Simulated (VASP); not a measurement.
# LiF (Fm-3m) in VASP: notebook

Aim: see how the results for LiF move with the level of theory and the settings. Levels: HSE06, PBE0. Tasks: single point.

All numbers are computed with VASP 6.6.1; they aren't measurements. Logs are shortened: lines on timing, memory, paths and dates and some standing lists are left out, and cuts for length are marked.

### Step 1. The cell of the first run

The structure is cubic, space group Fm-3m (No. 225). The conventional cell has a = 4.055 Å, b = 4.055 Å, c = 4.055 Å, α = 90.00°, β = 90.00°, γ = 90.00°. F (site symmetry m-3m) has 6 Li at 2.03 Å within 2.7 Å. Within 2.7 Å of Li (site symmetry m-3m) lie 6 F at 2.03 Å.

### Step 2. Single point, HSE06

Input file POSCAR:

```
LiF
1.0
    0.0000000000      2.0273381371      2.0273381371
    2.0273381371      0.0000000000      2.0273381371
    2.0273381371      2.0273381371      0.0000000000
F Li
1 1
Direct
    0.5000000000      0.5000000000      0.5000000000
    0.0000000000      0.0000000000      0.0000000000
```

Input file INCAR.step1:

```
SYSTEM = LiF
PREC = Accurate
ENCUT = 520
EDIFF = 1E-5
ISMEAR = -1
SIGMA = 0.05
LREAL = .FALSE.
LASPH = .TRUE.
NELM = 80
ALGO = Normal
ISIF = 2
LWAVE = .TRUE.
NBANDS = 12
GGA = PE
```

Input file INCAR.step2:

```
SYSTEM = LiF
PREC = Accurate
ENCUT = 520
EDIFF = 1E-7
ISMEAR = -1
SIGMA = 0.05
LREAL = .FALSE.
LASPH = .TRUE.
NELM = 80
ALGO = Normal
ISIF = 2
LWAVE = .FALSE.
LCHARG = .TRUE.
GGA = PE
LHFCALC = .TRUE.
HFSCREEN = 0.2079
PRECFOCK = Normal
LELF = .TRUE.
LVHAR = .TRUE.
NBANDS = 12
ISTART = 1
```

Input file KPOINTS:

```
regular mesh
0
G
  8 8 8
  0 0 0
```

Potentials or basis: VASP PAW PBE potentials, release 64 (F, Li_sv).

Command:

```console
$ cat potpaw_PBE.64/F/POTCAR potpaw_PBE.64/Li_sv/POTCAR > POTCAR
$ cp INCAR.step1 INCAR
$ mpirun -np 1 vasp_std > vasp.out
$ cp INCAR.step2 INCAR
$ mpirun -np 1 vasp_std > vasp.out
```

OUTCAR:

```text
SYSTEM = LiF
   PREC = Accurate
   ENCUT = 520
   EDIFF = 1E-7
   ISMEAR = -1
   LREAL = .FALSE.
   LASPH = .TRUE.
   NELM = 80
   ISIF = 2
   GGA = PE
   LHFCALC = .TRUE.
   HFSCREEN = 0.2079
   PRECFOCK = Normal
   ISTART = 1

 ion  position               nearest neighbor table
   1  0.500  0.500  0.500-   2 2.03   2 2.03   2 2.03   2 2.03   2 2.03   2 2.03
   2  0.000  0.000  0.000-   1 2.03   1 2.03   1 2.03   1 2.03   1 2.03   1 2.03

  LATTYP: Found a face centered cubic cell.
 ALAT       =     4.0546762742

  Lattice vectors:

 A1 = (   0.0000000000,   2.0273381371,   2.0273381371)
 A2 = (   2.0273381371,   0.0000000000,   2.0273381371)
 A3 = (   2.0273381371,   2.0273381371,   0.0000000000)

Analysis of symmetry for initial positions (statically):
=====================================================================
 Subroutine PRICEL returns:
 Original cell was already a primitive cell.

 Routine SETGRP: Setting up the symmetry group for a
 face centered cubic supercell.

 Subroutine GETGRP returns: Found 48 space group operations
 (whereof 48 operations were pure point group operations)
 out of a pool of 48 trial point group operations.

The static configuration has the point symmetry O_h .

Analysis of symmetry for dynamics (positions and initial velocities):
=====================================================================
 Subroutine PRICEL returns:
 Original cell was already a primitive cell.

 Routine SETGRP: Setting up the symmetry group for a
 face centered cubic supercell.

 Subroutine GETGRP returns: Found 48 space group operations
 (whereof 48 operations were pure point group operations)
 out of a pool of 48 trial point group operations.

The dynamic configuration has the point symmetry O_h .

 Subroutine INISYM returns: Found 48 space group operations
 (whereof 48 operations are pure point group operations),
 and found     1 'primitive' translations

----------------------------------------------------------------------------------------

                                     Primitive cell

  volume of cell :      16.6651

  direct lattice vectors                    reciprocal lattice vectors
     0.000000000  2.027338137  2.027338137    -0.246628814  0.246628814  0.246628814
     2.027338137  0.000000000  2.027338137     0.246628814 -0.246628814  0.246628814
     2.027338137  2.027338137  0.000000000     0.246628814  0.246628814 -0.246628814

  length of vectors
     2.867089089  2.867089089  2.867089089     0.427173636  0.427173636  0.427173636

  position of ions in fractional coordinates (direct lattice)
[... 93 lines left out ...]
   EFERMI =   0.00;   METHOD = LEGACY
   ISMEAR =    -1;   SIGMA  =   0.05  broadening in eV -4-tet -1-fermi 0-gaus
   EFERMI_NEDOS =   21; number of points for ismear=-14 and -15
   IALGO  =     38    algorithm
   IMIX   =      1    mixing-type and parameters
     AMIX     =   0.40;   BMIX     =  1.00
     AMIX_MAG =   1.60;   BMIX_MAG =  1.00
  volume/ion in A,a.u.               =       8.33        56.23
  Fermi-wavevector in a.u.,A,eV,Ry     =   1.380825  2.609381 25.941925  1.906678
  Thomas-Fermi vector in A             =   2.505666
   LORBIT       =      0    0 simple, 1 ext, 2 COOP (PROOUT), +10 PAW based schemes
   GGA     = PE    functional components
   LHFCALC =     T    Hartree Fock is set to
   PRECFOCK=normal    Normal, Fast or Accurate (Low or Medium for compatibility)
   ENCUT4O =  -1.0   cutoff for four orbital integrals eV
   NKREDX  =     1    reduce k-point grid by
   NKREDY  =     1    reduce k-point grid by
   NKREDZ  =     1    reduce k-point grid by
   AEXX    =    0.2500 exact exchange contribution
   HFSCREEN=    0.2079 screening length (either q_TF or 0.3 A-1)
   HFSCREENC=   0.2079 screening length for correlation (either q_TF or 0.3 A-1)
   ENCUTFOCK=  -1.0 apply spherical cutoff to Coloumb kernel
   IVDW    =     0    specifies the selected vdW correction
   LEPSILON=     F    determine dielectric tensor
   LRPA    =     F    only Hartree local field effects (RPA)
 non-spin polarized calculation
  energy-cutoff  :      520.00
  volume of cell :       16.67
 maximum number of plane-waves:       464
 NGX is ok and might be reduce to    24
  NGX = 16; NGY = 16; NGZ = 16

 number of electron       9.9999991 magnetization

 Free energy of the ion-electron system (eV)
  ---------------------------------------------------
  ext. energy  EPLUGINS =         0.00000000
  ---------------------------------------------------
  free energy    TOTEN  =       -11.38470858 eV

  energy without entropy =      -11.38470858  energy(sigma->0) =      -11.38470858

 E-fermi :  -1.8056     XC(G=0):  -8.0896

 val. band max:       -2.8435291469   @ k =   0.0000   0.0000   0.0000
 cond. band min:       8.3553330203   @ k =   0.0000   0.0000   0.0000
 fundamental gap:     11.1988621673
 Fermi energy:        -1.8056279312

 k-point     1 :       0.0000    0.0000    0.0000
  band No.  band energies     occupation
      1     -45.8685      2.00000
      2     -24.3637      2.00000
      3      -2.8435      2.00000
      4      -2.8435      2.00000
      5      -2.8435      2.00000
      6       8.3553      0.00000
      7      23.4883      0.00000
      8      23.4883      0.00000
      9      23.4883      0.00000
     10      23.7755      0.00000
     11      23.7755      0.00000
     12      23.7755      0.00000
[... 331 lines left out ...]
 k-point    24 :      -0.3750    0.2500    0.1250
  band No.  band energies     occupation
      1     -45.8058      2.00000
      2     -23.8084      2.00000
      3      -5.2264      2.00000
      4      -4.0789      2.00000
      5      -3.3421      2.00000
      6      11.9212      0.00000
      7      15.2540      0.00000
      8      18.4755      0.00000
      9      18.6861      0.00000
     10      27.0764      0.00000
     11      28.1908      0.00000
     12      33.7726      0.00000

 [... further k-points ...]
[... 5 lines left out ...]
  --------------------------------------------------------------------------------------
  -------------------------------------------------------------------------------------
  Total       -0.2467572     -0.2467572     -0.2467572     -0.0000000     -0.0000000      0.0000000
  in kB      -23.7231198    -23.7231198    -23.7231198     -0.0000000     -0.0000000      0.0000000
  external PRESSURE =     -23.7231198 kB  Pullay stress =       0.0000000 kB

 VOLUME and BASIS-vectors are now :
 -----------------------------------------------------------------------------
  energy-cutoff  :      520.00
  volume of cell :       16.67
      direct lattice vectors                 reciprocal lattice vectors
     0.000000000  2.027338137  2.027338137    -0.246628814  0.246628814  0.246628814
     2.027338137  0.000000000  2.027338137     0.246628814 -0.246628814  0.246628814
     2.027338137  2.027338137  0.000000000     0.246628814  0.246628814 -0.246628814

 POSITION                                       TOTAL-FORCE (eV/Angst)
 -----------------------------------------------------------------------------------
      2.02734      2.02734      2.02734        -0.000000      0.000000     -0.000000
      0.00000      0.00000      0.00000         0.000000     -0.000000      0.000000
 -----------------------------------------------------------------------------------
    total drift:                               -0.000000     -0.000000     -0.000000

  FREE ENERGIE OF THE ION-ELECTRON SYSTEM (eV)
  ---------------------------------------------------
  free  energy   TOTEN  =       -11.3847085840 eV

  energy  without entropy=      -11.3847085839  energy(sigma->0) =      -11.38470858
```

It took 20 min on 1 thread of AMD EPYC 7R13, shared host; peak memory 0.22 GiB.

Results:

- Free energy: -11.3847 eV
- Band gap on the k mesh: 11.20 eV

Caveat: the cutoff is under 1.25 times the usual one of these potentials, so pressure, stress and relaxed cells hold a basis-set (Pulay) error; the PAW data sets were made with another functional, which shifts forces and pressure a little. A k mesh can miss the band edges.

### Step 3. Single point, PBE0

This run uses another cell than the first one, of 8.01 Å³/atom.

Input file POSCAR:

```
LiF
1.0
    0.0000000000      2.0004828142      2.0004828142
    2.0004828142      0.0000000000      2.0004828142
    2.0004828142      2.0004828142      0.0000000000
F Li
1 1
Direct
    0.5000000000      0.5000000000      0.5000000000
    0.0000000000      0.0000000000      0.0000000000
```

Input file INCAR.step1:

```
SYSTEM = LiF
  PREC = Accurate
  ENCUT = 520
  EDIFF = 1E-5
  ISMEAR = -1
  SIGMA = 0.05
  LREAL = .False.
  LASPH = .True.
  NELM = 80
  ALGO = Normal
  ISIF = 2
  LWAVE = .True.
  NBANDS = 12
  GGA = PE
```

Input file INCAR.step2:

```
SYSTEM = LiF
  PREC = Accurate
  ENCUT = 520
  EDIFF = 1E-7
  ISMEAR = -1
  SIGMA = 0.05
  LREAL = .False.
  LASPH = .True.
  NELM = 80
  ALGO = Normal
  ISIF = 2
  LWAVE = .False.
  LCHARG = .True.
  GGA = PE
  LHFCALC = .True.
  AEXX = 0.25
  PRECFOCK = Normal
  LELF = .True.
  LVHAR = .True.
  NBANDS = 12
  ISTART = 1
```

Input file KPOINTS:

```
regular mesh
0
Gamma
  8 8 8
  0 0 0
```

Potentials or basis: VASP PAW PBE potentials, release 64 (F, Li_sv).

Command:

```console
$ cat potpaw_PBE.64/F/POTCAR potpaw_PBE.64/Li_sv/POTCAR > POTCAR
$ cp INCAR.step1 INCAR
$ mpirun -np 1 vasp_std > vasp.out
$ cp INCAR.step2 INCAR
$ mpirun -np 1 vasp_std > vasp.out
```

OUTCAR:

```text
SYSTEM = LiF
   PREC = Accurate
   ENCUT = 520
   EDIFF = 1E-7
   ISMEAR = -1
   LREAL = .False.
   LASPH = .True.
   NELM = 80
   ISIF = 2
   GGA = PE
   LHFCALC = .True.
   AEXX = 0.25
   PRECFOCK = Normal
   ISTART = 1

 ion  position               nearest neighbor table
   1  0.500  0.500  0.500-   2 2.00   2 2.00   2 2.00   2 2.00   2 2.00   2 2.00
   2  0.000  0.000  0.000-   1 2.00   1 2.00   1 2.00   1 2.00   1 2.00   1 2.00

  LATTYP: Found a face centered cubic cell.
 ALAT       =     4.0009656284

  Lattice vectors:

 A1 = (   0.0000000000,   2.0004828142,   2.0004828142)
 A2 = (   2.0004828142,   0.0000000000,   2.0004828142)
 A3 = (   2.0004828142,   2.0004828142,   0.0000000000)

Analysis of symmetry for initial positions (statically):
=====================================================================
 Subroutine PRICEL returns:
 Original cell was already a primitive cell.

 Routine SETGRP: Setting up the symmetry group for a
 face centered cubic supercell.

 Subroutine GETGRP returns: Found 48 space group operations
 (whereof 48 operations were pure point group operations)
 out of a pool of 48 trial point group operations.

The static configuration has the point symmetry O_h .

Analysis of symmetry for dynamics (positions and initial velocities):
=====================================================================
 Subroutine PRICEL returns:
 Original cell was already a primitive cell.

 Routine SETGRP: Setting up the symmetry group for a
 face centered cubic supercell.

 Subroutine GETGRP returns: Found 48 space group operations
 (whereof 48 operations were pure point group operations)
 out of a pool of 48 trial point group operations.

The dynamic configuration has the point symmetry O_h .

 Subroutine INISYM returns: Found 48 space group operations
 (whereof 48 operations are pure point group operations),
 and found     1 'primitive' translations

----------------------------------------------------------------------------------------

                                     Primitive cell

  volume of cell :      16.0116

  direct lattice vectors                    reciprocal lattice vectors
     0.000000000  2.000482814  2.000482814    -0.249939663  0.249939663  0.249939663
     2.000482814  0.000000000  2.000482814     0.249939663 -0.249939663  0.249939663
     2.000482814  2.000482814  0.000000000     0.249939663  0.249939663 -0.249939663

  length of vectors
     2.829109927  2.829109927  2.829109927     0.432908195  0.432908195  0.432908195

  position of ions in fractional coordinates (direct lattice)
     0.500000000  0.500000000  0.500000000
     0.000000000  0.000000000  0.000000000

  ion indices of the primitive-cell ions
   primitive index   ion index
                 1           1
                 2           2

----------------------------------------------------------------------------------------

 KPOINTS: regular mesh

Automatic generation of k-mesh.
 Grid dimensions read from file:
 generate k-points for:    8    8    8

 Generating k-lattice:

[... 44 lines left out ...]
   number of dos      NEDOS =    301   number of ions     NIONS =      2
   total plane-waves  NPLWV =  13824
   dimension x,y,z NGX =    24 NGY =   24 NGZ =   24
   dimension x,y,z NGXF=    48 NGYF=   48 NGZF=   48
   ions per type =               1   1
   NGX,Y,Z   is equivalent  to a cutoff of  14.10, 14.10, 14.10 a.u.
   NGXF,Y,Z  is equivalent  to a cutoff of  28.21, 28.21, 28.21 a.u.
 SYSTEM =  LiF
   PREC   = accura    normal or accurate (medium, high low for compatibility)
   ISTART =      1    job   : 0-new  1-cont  2-samecut
   ICHARG =      0    charge: 1-file 2-atom 10-const
   ISPIN  =      1    spin polarized calculation?
   LNONCOLLINEAR =      F non collinear calculations
   LSORBIT =      F    spin-orbit coupling
   LASPH  =      T    aspherical Exc in radial PAW
   ENCUT  =  520.0 eV  38.22 Ry    6.18 a.u.   5.26  5.26  5.26*2*pi/ulx,y,z
   NELM   =     80;   NELMIN=  2; NELMDL=  0     # of ELM steps
   EDIFF  = 0.1E-06   stopping-criterion for ELM
   LREAL  =      F    real-space projection
   EDIFFG = 0.1E-05   stopping-criterion for IOM
   NSW    =      0    number of steps for IOM
   IBRION =     -1    ionic relax: 0-MD 1-quasi-New 2-CG
   NFREE  =      0    steps in history (QN), initial steepest desc. (CG)
   ISIF   =      2    stress and relaxation
   ISYM   =      3    0-nonsym 1-usesym 2-fastsym
   POTIM  = 0.5000    time-step for ionic-motion
   TEBEG  =    0.0;   TEEND  =   0.0 temperature during run
   PSTRESS=    0.0 pullay stress
   NELECT =      10.0000    total number of electrons
   NUPDOWN=      -1.0000    fix difference up-down
   EMIN   =  10.00;   EMAX   =-10.00  energy-range for DOS
   EFERMI =   0.00;   METHOD = LEGACY
   ISMEAR =    -1;   SIGMA  =   0.05  broadening in eV -4-tet -1-fermi 0-gaus
   EFERMI_NEDOS =   21; number of points for ismear=-14 and -15
   IALGO  =     38    algorithm
   IMIX   =      1    mixing-type and parameters
     AMIX     =   0.40;   BMIX     =  1.00
     AMIX_MAG =   1.60;   BMIX_MAG =  1.00
  volume/ion in A,a.u.               =       8.01        54.03
  Fermi-wavevector in a.u.,A,eV,Ry     =   1.399362  2.644410 26.643111  1.958213
  Thomas-Fermi vector in A             =   2.522429
   LORBIT       =      0    0 simple, 1 ext, 2 COOP (PROOUT), +10 PAW based schemes
   GGA     = PE    functional components
   LHFCALC =     T    Hartree Fock is set to
   PRECFOCK=normal    Normal, Fast or Accurate (Low or Medium for compatibility)
   ENCUT4O =  -1.0   cutoff for four orbital integrals eV
   NKREDX  =     1    reduce k-point grid by
   NKREDY  =     1    reduce k-point grid by
   NKREDZ  =     1    reduce k-point grid by
   AEXX    =    0.2500 exact exchange contribution
   HFSCREEN=    0.0000 screening length (either q_TF or 0.3 A-1)
   HFSCREENC=   0.0000 screening length for correlation (either q_TF or 0.3 A-1)
   ENCUTFOCK=  -1.0 apply spherical cutoff to Coloumb kernel
   IVDW    =     0    specifies the selected vdW correction
   LEPSILON=     F    determine dielectric tensor
   LRPA    =     F    only Hartree local field effects (RPA)
 non-spin polarized calculation
  energy-cutoff  :      520.00
  volume of cell :       16.01
 maximum number of plane-waves:       445
 NGX is ok and might be reduce to    24
  NGX = 16; NGY = 16; NGZ = 16

 number of electron       9.9999995 magnetization

 Free energy of the ion-electron system (eV)
  ---------------------------------------------------
  ext. energy  EPLUGINS =         0.00000000
  ---------------------------------------------------
  free energy    TOTEN  =       -11.91322512 eV

  energy without entropy =      -11.91322512  energy(sigma->0) =      -11.91322512

 E-fermi :  -1.7441     XC(G=0):  -7.8719

 val. band max:       -3.0330185328   @ k =   0.0000   0.0000   0.0000
 cond. band min:       9.3133874864   @ k =   0.0000   0.0000   0.0000
 fundamental gap:     12.3464060191
 Fermi energy:        -1.7441150707

 k-point     1 :       0.0000    0.0000    0.0000
  band No.  band energies     occupation
      1     -45.9639      2.00000
      2     -24.6719      2.00000
      3      -3.0330      2.00000
      4      -3.0330      2.00000
      5      -3.0330      2.00000
      6       9.3134      0.00000
      7      24.6571      0.00000
      8      24.6571      0.00000
      9      24.6571      0.00000
     10      24.7871      0.00000
     11      24.7871      0.00000
     12      24.7871      0.00000
[... 331 lines left out ...]
 k-point    24 :      -0.3750    0.2500    0.1250
  band No.  band energies     occupation
      1     -45.8893      2.00000
      2     -24.0712      2.00000
      3      -5.5610      2.00000
      4      -4.3546      2.00000
      5      -3.5635      2.00000
      6      12.7941      0.00000
      7      16.2314      0.00000
      8      19.4684      0.00000
      9      19.7867      0.00000
     10      28.2780      0.00000
     11      29.4182      0.00000
     12      35.1650      0.00000

 [... further k-points ...]
[... 5 lines left out ...]
  --------------------------------------------------------------------------------------
  -------------------------------------------------------------------------------------
  Total        0.0282417      0.0282417      0.0282417      0.0000000     -0.0000000      0.0000000
  in kB        2.8259705      2.8259705      2.8259705      0.0000000     -0.0000000      0.0000000
  external PRESSURE =       2.8259705 kB  Pullay stress =       0.0000000 kB

 VOLUME and BASIS-vectors are now :
 -----------------------------------------------------------------------------
  energy-cutoff  :      520.00
  volume of cell :       16.01
      direct lattice vectors                 reciprocal lattice vectors
     0.000000000  2.000482814  2.000482814    -0.249939663  0.249939663  0.249939663
     2.000482814  0.000000000  2.000482814     0.249939663 -0.249939663  0.249939663
     2.000482814  2.000482814  0.000000000     0.249939663  0.249939663 -0.249939663

 POSITION                                       TOTAL-FORCE (eV/Angst)
 -----------------------------------------------------------------------------------
      2.00048      2.00048      2.00048         0.000000     -0.000000      0.000000
      0.00000      0.00000      0.00000        -0.000000      0.000000     -0.000000
 -----------------------------------------------------------------------------------
    total drift:                                0.000000      0.000000      0.000000

  FREE ENERGIE OF THE ION-ELECTRON SYSTEM (eV)
  ---------------------------------------------------
  free  energy   TOTEN  =       -11.9132251189 eV

  energy  without entropy=      -11.9132251189  energy(sigma->0) =      -11.91322512
```

Run time: 25 min. Hardware: 1 thread of AMD EPYC 7R43 (Zen 3), shared host; peak memory 0.11 GiB.

Results:

```
Free energy            : -11.9132 eV
Band gap on the k mesh : 12.35 eV
```

Levels at points of the mesh, in eV from the valence-band top:
| k point | band 1 | band 2 | band 3 | band 4 | band 5 | band 6 | band 7 | band 8 | band 9 | band 10 |
| --- | --- | --- | --- | --- | --- | --- | --- | --- | --- | --- |
| (0.00, 0.00, 0.00) | -42.93 | -21.64 | 0.00 | 0.00 | 0.00 | 12.35 | 27.69 | 27.69 | 27.69 | 27.82 |
| (0.50, 0.00, 0.00) | -42.87 | -21.17 | -2.74 | -0.26 | -0.26 | 13.99 | 20.43 | 22.35 | 22.35 | 34.22 |
| (0.50, 0.50, 0.00) | -42.85 | -20.88 | -3.24 | -1.09 | -1.09 | 18.39 | 19.63 | 21.03 | 23.99 | 23.99 |

Caveat: the cutoff is under 1.25 times the usual one of these potentials, so pressure, stress and relaxed cells hold a basis-set (Pulay) error; the PAW data sets were made with another functional, which shifts forces and pressure a little.
